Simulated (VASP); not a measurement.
Here is a VASP 6.6.1 calculation.

File INCAR:

```
SYSTEM = SiGe
ALGO = Normal
EDIFF = 1E-7
ENCUT = 520
GGA = PS
ISIF = 2
ISMEAR = 0
LASPH = .True.
LCHARG = .False.
LREAL = .False.
LWAVE = .False.
NBANDS = 26
NELM = 60
PREC = Accurate
SIGMA = 0.03
```

The input KPOINTS:

```
k-points
0
Gamma
  12 12 6
  0 0 0
```

Contents of POSCAR:

```
SiGe
1.0
    3.9005968916      0.0000000000      0.0000000000
   -1.9502984458      3.3780159980      0.0000000000
    0.0000000000      0.0000000000      5.9279213651
Si Ge
2 2
Direct
    0.6666666667      0.3333333333      0.8745463420
    0.3333333333      0.6666666667      0.3745463420
    0.6666666667      0.3333333333      0.5004526580
    0.3333333333      0.6666666667      0.0004526580
```

Potentials or basis: VASP PAW PBE potentials, release 64 (Si, Ge_d).

The run is started by

```bash
$ cat potpaw_PBE.64/Si/POTCAR potpaw_PBE.64/Ge_d/POTCAR > POTCAR
$ mpirun -np 1 vasp_std > vasp.out
```

Estimate the band gap on the k mesh.

zero (bands 18 and 19 overlap by 0.24 eV).

Estimate the pressure.

9.4 GPa.

Forces in eV/Å, atoms in the order of the input:
```
Si   0.000  0.000  1.419
Si   0.000  0.000  1.419
Ge   0.000  0.000 -1.419
Ge   0.000  0.000 -1.419
```

Caveat: the cell differs from its parent crystal (strain +0.000 along x and y, -0.080 along z); the cell stands under pressure; semilocal functionals underestimate gaps, so a narrow gap can read as zero; the PAW data sets were made with another functional, which shifts forces and pressure a little.
